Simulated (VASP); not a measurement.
# TaAl3O in VASP: further runs, part 2 of 2

VASP 6.6.1.

## 3. Single point, PBE

This run uses another cell than the first one, of 20.97 Å³/atom, 0.868 times its volume.

Contents of INCAR:

```
SYSTEM = TaAl3O
  PREC = Accurate
  ENCUT = 520
  EDIFF = 1E-6
  ISMEAR = 0
  SIGMA = 0.1
  LREAL = .FALSE.
  LASPH = .TRUE.
  NELM = 60
  ALGO = Normal
  ISIF = 2
  LWAVE = .FALSE.
  LCHARG = .TRUE.
  GGA = PE
  LELF = .TRUE.
  LVHAR = .TRUE.
  NBANDS = 21
```

Contents of KPOINTS:

```
Automatic mesh
0
G
  12 12 10
  0 0 0
```

Contents of POSCAR:

```
TaAl3O
1.0
    5.6074974860      0.0000000000      0.0000000000
   -2.8037487430      4.8562352746      0.0000000000
    0.0000000000      0.0000000000      3.8499350309
Ta Al O
1 3 1
Direct
    0.0000000000      0.0000000000      0.5000000000
    0.5000000000      0.0000000000      0.5000000000
    0.0000000000      0.5000000000      0.5000000000
    0.5000000000      0.5000000000      0.5000000000
    0.0000000000      0.0000000000      0.0000000000
```

Potentials or basis: VASP PAW PBE potentials, release 64 (Ta_pv, Al, O).

On the command line:

```bash
$ cat potpaw_PBE.64/Ta_pv/POTCAR potpaw_PBE.64/Al/POTCAR potpaw_PBE.64/O/POTCAR > POTCAR
$ mpirun -np 1 vasp_std > vasp.out
```

OUTCAR:

```text
SYSTEM = TaAl3O
   PREC = Accurate
   ENCUT = 520
   EDIFF = 1E-6
   ISMEAR = 0
   LREAL = .FALSE.
   LASPH = .TRUE.
   NELM = 60
   ISIF = 2
   GGA = PE

 ion  position               nearest neighbor table
   1  0.000  0.000  0.500-   5 1.92   5 1.92   2 2.80   2 2.80   4 2.80   3 2.80   3 2.80   4 2.80

   2  0.500  0.000  0.500-   1 2.80   1 2.80   4 2.80   4 2.80   3 2.80   3 2.80
   3  0.000  0.500  0.500-   4 2.80   4 2.80   1 2.80   1 2.80   2 2.80   2 2.80
   4  0.500  0.500  0.500-   3 2.80   3 2.80   1 2.80   2 2.80   2 2.80   1 2.80
   5  0.000  0.000  0.000-   1 1.92   1 1.92

  LATTYP: Found a hexagonal cell.
 ALAT       =     5.6074974860
 C/A-ratio  =     0.6865691943

  Lattice vectors:

 A1 = (   5.6074974860,   0.0000000000,   0.0000000000)
 A2 = (  -2.8037487430,   4.8562352746,   0.0000000000)
 A3 = (   0.0000000000,   0.0000000000,   3.8499350309)

Analysis of symmetry for initial positions (statically):
=====================================================================
 Subroutine PRICEL returns:
 Original cell was already a primitive cell.

 Routine SETGRP: Setting up the symmetry group for a
 hexagonal supercell.

 Subroutine GETGRP returns: Found 24 space group operations
 (whereof 24 operations were pure point group operations)
 out of a pool of 24 trial point group operations.

The static configuration has the point symmetry D_6h.

Analysis of symmetry for dynamics (positions and initial velocities):
=====================================================================
 Subroutine PRICEL returns:
 Original cell was already a primitive cell.

 Routine SETGRP: Setting up the symmetry group for a
 hexagonal supercell.

 Subroutine GETGRP returns: Found 24 space group operations
 (whereof 24 operations were pure point group operations)
 out of a pool of 24 trial point group operations.

The dynamic configuration has the point symmetry D_6h.

 Subroutine INISYM returns: Found 24 space group operations
 (whereof 24 operations are pure point group operations),
 and found     1 'primitive' translations

----------------------------------------------------------------------------------------

                                     Primitive cell

  volume of cell :     104.8388

  direct lattice vectors                    reciprocal lattice vectors
     5.607497486  0.000000000  0.000000000     0.178332670  0.102960415  0.000000000
    -2.803748743  4.856235275  0.000000000     0.000000000  0.205920830  0.000000000
     0.000000000  0.000000000  3.849935031     0.000000000  0.000000000  0.259744643

  length of vectors
     5.607497486  5.607497486  3.849935031     0.205920830  0.205920830  0.259744643

  position of ions in fractional coordinates (direct lattice)
     0.000000000  0.000000000  0.500000000
     0.500000000  0.000000000  0.500000000
     0.000000000  0.500000000  0.500000000
     0.500000000  0.500000000  0.500000000
     0.000000000  0.000000000  0.000000000

  ion indices of the primitive-cell ions
   primitive index   ion index
                 1           1
                 2           2
                 3           3
                 4           4
                 5           5

----------------------------------------------------------------------------------------

 KPOINTS: Automatic mesh

Automatic generation of k-mesh.
 Grid dimensions read from file:
 generate k-points for:   12   12   10

 Generating k-lattice:

  Cartesian coordinates                     Fractional coordinates (reciprocal lattice)
     0.014861056  0.008580035  0.000000000     0.083333333 -0.000000000  0.000000000
     0.000000000  0.017160069  0.000000000     0.000000000  0.083333333  0.000000000
     0.000000000  0.000000000  0.025974464     0.000000000  0.000000000  0.100000000

  Length of vectors
     0.017160069  0.017160069  0.025974464

  Shift w.r.t. Gamma in fractional coordinates (k-lattice)
     0.000000000  0.000000000  0.000000000

 Subroutine IBZKPT returns following result:
 ===========================================

 Found    114 irreducible k-points:

 Following reciprocal coordinates:
            Coordinates               Weight
  0.000000  0.000000  0.000000      1.000000
  0.083333  0.000000  0.000000      6.000000
  0.166667 -0.000000  0.000000      6.000000
  0.250000  0.000000  0.000000      6.000000
  0.333333 -0.000000  0.000000      6.000000
  0.416667  0.000000  0.000000      6.000000
[... 16 lines left out ...]
  0.250000  0.000000  0.100000     12.000000
  0.333333 -0.000000  0.100000     12.000000
 [... further k-points ...]
   k-points           NKPTS =    114   k-points in BZ     NKDIM =    114   number of bands    NBANDS=     21
   number of dos      NEDOS =    301   number of ions     NIONS =      5
   total plane-waves  NPLWV =  52920
   dimension x,y,z NGX =    42 NGY =   42 NGZ =   30
   dimension x,y,z NGXF=    84 NGYF=   84 NGZF=   60
   ions per type =               1   3   1
   NGX,Y,Z   is equivalent  to a cutoff of  12.45, 12.45, 12.95 a.u.
   NGXF,Y,Z  is equivalent  to a cutoff of  24.90, 24.90, 25.91 a.u.
 SYSTEM =  TaAl3O
   PREC   = accura    normal or accurate (medium, high low for compatibility)
   ISTART =      0    job   : 0-new  1-cont  2-samecut
   ICHARG =      2    charge: 1-file 2-atom 10-const
   ISPIN  =      1    spin polarized calculation?
   LNONCOLLINEAR =      F non collinear calculations
   LSORBIT =      F    spin-orbit coupling
   LASPH  =      T    aspherical Exc in radial PAW
   ENCUT  =  520.0 eV  38.22 Ry    6.18 a.u.  10.43 10.43  7.16*2*pi/ulx,y,z
   NELM   =     60;   NELMIN=  2; NELMDL= -5     # of ELM steps
   EDIFF  = 0.1E-05   stopping-criterion for ELM
   LREAL  =      F    real-space projection
   EDIFFG = 0.1E-04   stopping-criterion for IOM
   NSW    =      0    number of steps for IOM
   IBRION =     -1    ionic relax: 0-MD 1-quasi-New 2-CG
   NFREE  =      0    steps in history (QN), initial steepest desc. (CG)
   ISIF   =      2    stress and relaxation
   ISYM   =      2    0-nonsym 1-usesym 2-fastsym
   POTIM  = 0.5000    time-step for ionic-motion
   TEBEG  =    0.0;   TEEND  =   0.0 temperature during run
   PSTRESS=    0.0 pullay stress
   NELECT =      26.0000    total number of electrons
   NUPDOWN=      -1.0000    fix difference up-down
   EMIN   =  10.00;   EMAX   =-10.00  energy-range for DOS
   EFERMI =   0.00;   METHOD = LEGACY
   ISMEAR =     0;   SIGMA  =   0.10  broadening in eV -4-tet -1-fermi 0-gaus
   EFERMI_NEDOS =   21; number of points for ismear=-14 and -15
   IALGO  =     38    algorithm
   IMIX   =      4    mixing-type and parameters
     AMIX     =   0.40;   BMIX     =  1.00
     AMIX_MAG =   1.60;   BMIX_MAG =  1.00
  volume/ion in A,a.u.               =      20.97       141.50
  Fermi-wavevector in a.u.,A,eV,Ry     =   1.028550  1.943677 14.393796  1.057914
  Thomas-Fermi vector in A             =   2.162552
   LORBIT       =      0    0 simple, 1 ext, 2 COOP (PROOUT), +10 PAW based schemes
   GGA     = PE    functional components
   LHFCALC =     F    Hartree Fock is set to
   AEXX    =    0.0000 exact exchange contribution
   IVDW    =     0    specifies the selected vdW correction
   LEPSILON=     F    determine dielectric tensor
   LRPA    =     F    only Hartree local field effects (RPA)
 non-spin polarized calculation
 Gauss-broadening in eV      SIGMA  =   0.10
  energy-cutoff  :      520.00
  volume of cell :      104.84
 maximum number of plane-waves:      2858
 NGX is ok and might be reduce to    42
   NGX = 21   NGY = 21   NGZ = 15

 number of electron      26.0000005 magnetization

 Free energy of the ion-electron system (eV)
  ---------------------------------------------------
  ext. energy  EPLUGINS =         0.00000000
  ---------------------------------------------------
  free energy    TOTEN  =       -29.92377468 eV

  energy without entropy =      -29.91436382  energy(sigma->0) =      -29.91906925

 E-fermi :   4.0441     XC(G=0):  -9.2676

 val. band max:        4.0344515128   @ k =   0.1667   0.1667   0.3000
 cond. band min:       4.0469088490   @ k =   0.2500   0.0833   0.2000
 fundamental gap:      0.0124573363
 Fermi energy:         4.0441373150

 k-point     1 :       0.0000    0.0000    0.0000
  band No.  band energies     occupation
      1     -31.3233      2.00000
      2     -30.7865      2.00000
      3     -30.7865      2.00000
      4     -15.6936      2.00000
      5      -4.0879      2.00000
      6      -0.4117      2.00000
[... 550 lines left out ...]
      5      -3.3795      2.00000
      6      -1.5766      2.00000
[... 13 lines left out ...]
     20       9.1615      0.00000
     21       9.7142      0.00000

 [... further k-points ...]
[... 5 lines left out ...]
  --------------------------------------------------------------------------------------
  -------------------------------------------------------------------------------------
  Total       -0.0447200     -0.0447200      0.2992192      0.0000000      0.0000000      0.0000000
  in kB       -0.6834242     -0.6834242      4.5727538      0.0000000      0.0000000      0.0000000
  external PRESSURE =       1.0686351 kB  Pullay stress =       0.0000000 kB

 VOLUME and BASIS-vectors are now :
 -----------------------------------------------------------------------------
  energy-cutoff  :      520.00
  volume of cell :      104.84
      direct lattice vectors                 reciprocal lattice vectors
     5.607497486  0.000000000  0.000000000     0.178332670  0.102960415  0.000000000
    -2.803748743  4.856235275  0.000000000     0.000000000  0.205920830  0.000000000
     0.000000000  0.000000000  3.849935031     0.000000000  0.000000000  0.259744643

 POSITION                                       TOTAL-FORCE (eV/Angst)
 -----------------------------------------------------------------------------------
      0.00000      0.00000      1.92497         0.000000      0.000000      0.000000
      2.80375      0.00000      1.92497        -0.000000      0.000000      0.000000
     -1.40187      2.42812      1.92497        -0.000000      0.000000      0.000000
      1.40187      2.42812      1.92497         0.000000      0.000000      0.000000
      0.00000      0.00000      0.00000         0.000000      0.000000      0.000000
 -----------------------------------------------------------------------------------
    total drift:                                0.000000     -0.000000      0.000000

  FREE ENERGIE OF THE ION-ELECTRON SYSTEM (eV)
  ---------------------------------------------------
  free  energy   TOTEN  =       -29.9237746775 eV

  energy  without entropy=      -29.9143638169  energy(sigma->0) =      -29.91906925
```

OSZICAR:

```text
N       E                     dE             d eps       ncg     rms          rms(c)
DAV:   1     0.112745599470E+03    0.11275E+03   -0.11770E+04  4892   0.106E+03
DAV:   2    -0.252045621442E+02   -0.13795E+03   -0.13334E+03  6070   0.232E+02
DAV:   3    -0.328602945264E+02   -0.76557E+01   -0.75625E+01  6151   0.494E+01
DAV:   4    -0.329667749147E+02   -0.10648E+00   -0.10634E+00  5733   0.614E+00
DAV:   5    -0.329685600829E+02   -0.17852E-02   -0.17850E-02  5990   0.850E-01    0.222E+01
DAV:   6    -0.303934272373E+02    0.25751E+01   -0.13969E+01  5651   0.259E+01    0.994E+00
DAV:   7    -0.300521311225E+02    0.34130E+00   -0.29169E+00  5520   0.956E+00    0.698E+00
DAV:   8    -0.299271875208E+02    0.12494E+00   -0.52954E-01  5624   0.513E+00    0.615E-01
DAV:   9    -0.299235891540E+02    0.35984E-02   -0.33725E-02  5592   0.118E+00    0.268E-01
DAV:  10    -0.299238455741E+02   -0.25642E-03   -0.36706E-03  5844   0.387E-01    0.140E-01
DAV:  11    -0.299237758959E+02    0.69678E-04   -0.89019E-04  5792   0.169E-01    0.349E-02
DAV:  12    -0.299237752652E+02    0.63070E-06   -0.80151E-05  5691   0.613E-02    0.840E-03
DAV:  13    -0.299237746775E+02    0.58775E-06   -0.41319E-06  5535   0.149E-02
   1 F= -.29923775E+02 E0= -.29919069E+02  d E =-.941086E-02
```

Run time: 3.1 min. Hardware: 1 thread of Intel Xeon Platinum 8488C (Sapphire Rapids), shared host; peak memory 0.4 GiB.

What came out:

```yaml
Free_energy: -29.9238 eV
Pressure: 0.1 GPa
Band_gap_on_the_k_mesh: zero (band 13 reaches 4.65 eV, above the bottom of band 14 at 3.37 eV)
```

Stress tensor (GPa, compression positive):
```
-0.07  0.00  0.00
 0.00 -0.07  0.00
 0.00  0.00  0.46
```

Levels at points of the mesh, in eV from the Fermi level:
```tsv
k point	band 9	band 10	band 11	band 12	band 13	band 14	band 15	band 16	band 17	band 18
(0.00, 0.00, 0.00)	-3.39	-3.39	-2.75	-0.23	-0.23	0.53	0.53	0.93	1.92	2.89
(0.50, 0.00, 0.00)	-3.63	-3.42	-2.09	-1.47	0.01	0.43	1.15	2.83	3.44	3.47
(0.00, 0.00, 0.50)	-2.67	-2.67	-2.51	-2.04	-0.46	-0.46	1.64	2.04	2.04	3.34
(0.50, 0.00, 0.50)	-5.50	-2.93	-2.13	-1.17	-0.81	-0.68	1.48	2.02	3.37	3.99
```

Caveat: spin-orbit coupling is left out, which moves the levels of the heavy elements.

## 4. Relaxation of cell and atoms, PBE

This run uses another cell than the first one, of 20.95 Å³/atom, 0.868 times its volume.

Contents of INCAR:

```
SYSTEM = TaAl3O
  PREC = Accurate
  ENCUT = 600
  EDIFF = 1E-6
  ISMEAR = 0
  SIGMA = 0.1
  LREAL = .FALSE.
  LASPH = .TRUE.
  NELM = 60
  ALGO = Normal
  ISIF = 3
  LWAVE = .FALSE.
  LCHARG = .FALSE.
  GGA = PE
  IBRION = 2
  NSW = 100
  EDIFFG = -0.01
```

Contents of KPOINTS:

```
regular mesh
0
G
  12 12 10
  0 0 0
```

POSCAR, as its differences from that of step 3:

```diff
@@ -2,5 +2,5 @@
 1.0
-    5.6074974860      0.0000000000      0.0000000000
-   -2.8037487430      4.8562352746      0.0000000000
-    0.0000000000      0.0000000000      3.8499350309
+    5.5944338465      0.0000000000      0.0000000000
+   -2.7972169232      4.8449218308      0.0000000000
+    0.0000000000      0.0000000000      3.8638981708
 Ta Al O
```

On the command line:

```bash
$ cat potpaw_PBE.64/Ta_pv/POTCAR potpaw_PBE.64/Al/POTCAR potpaw_PBE.64/O/POTCAR > POTCAR
$ mpirun -np 1 vasp_std > vasp.out
```

Run time: 10 min. Hardware: 1 thread of Intel Xeon Platinum 8488C (Sapphire Rapids), shared host; peak memory 0.46 GiB.

Results (log left out):

```yaml
Free_energy: -29.9270 eV
Relaxed_volume: 20.99 Å³/atom
Relaxed_cell: a = 5.606 Å, b = 5.606 Å, c = 3.856 Å, α = 90.00°, β = 90.00°, γ = 120.00°
Space_group_after_relaxing_to_0.05_Å: P6/mmm (No. 191)
Energy_gained_by_relaxing: 0.2 meV/atom
Ionic_steps: 4
Pressure_after_relaxing: -0.1 GPa
Band_gap_on_the_k_mesh: zero (band 13 reaches 4.63 eV, above the bottom of band 14 at 3.37 eV)
```

Step by step:
```
step  energy change (eV)  largest force (eV/Å)  pressure (GPa)  volume (Å³)
   1              0.0000                0.0000            0.04       104.73
   2             -0.0006                0.0000            0.12       104.81
   3             -0.0009                0.0000            0.09       104.78
   4             -0.0009                0.0000           -0.07       104.94
```

Final structure:
```
CELL_PARAMETERS angstrom
5.60602 0.00000 0.00000
-2.80301 4.85495 0.00000
0.00000 0.00000 3.85585
ATOMIC_POSITIONS crystal
Ta 0.00000 0.00000 0.50000
Al 0.50000 0.00000 0.50000
Al 0.00000 0.50000 0.50000
Al 0.50000 0.50000 0.50000
O 0.00000 0.00000 0.00000
```

Levels at points of the mesh, in eV from the Fermi level:
```
           k point  band 9  band 10  band 11  band 12  band 13  band 14  band 15  band 16  band 17
(0.00, 0.00, 0.00)   -3.38    -3.38    -2.75    -0.22    -0.22     0.53     0.53     0.93     1.90
(0.50, 0.00, 0.00)   -3.61    -3.42    -2.08    -1.47     0.00     0.43     1.15     2.84     3.45
(0.00, 0.00, 0.50)   -2.67    -2.67    -2.50    -2.04    -0.46    -0.46     1.64     2.05     2.05
(0.50, 0.00, 0.50)   -5.48    -2.93    -2.14    -1.17    -0.80    -0.67     1.48     2.03     3.37
```

Caveat: spin-orbit coupling is left out, which moves the levels of the heavy elements.

## 5. Summary

```csv
task,cell,k mesh,cutoff (eV),gap on the mesh (eV),pressure (GPa)
single point,"a = 5.136, b = 5.136, c = 5.284 Å, angles 90.0, 90.0, 120.0°, 5 atoms",6 × 6 × 4,520,none,4.3
single point,"a = 5.607, b = 5.607, c = 3.850 Å, angles 90.0, 90.0, 120.0°, 5 atoms",12 × 12 × 10,520,none,0.1
relaxation of cell and atoms,"relaxed from a = 5.594, b = 5.594, c = 3.864 Å, angles 90.0, 90.0, 120.0°, 5 atoms",12 × 12 × 10,600,none,-0.1
```

Alike in all rows: level PBE; potentials or basis VASP PAW PBE potentials, release 64 (Ta_pv, Al, O); no spin polarisation; smearing gaussian 0.1 eV.

Caveats: spin-orbit coupling is left out, which moves the levels of the heavy elements; forces of over 1 eV/Å act on the atoms, so gaps and moduli don't describe the material at rest (some runs).

Total energies depend on the potentials used, so only differences within one code and one set of settings carry meaning.
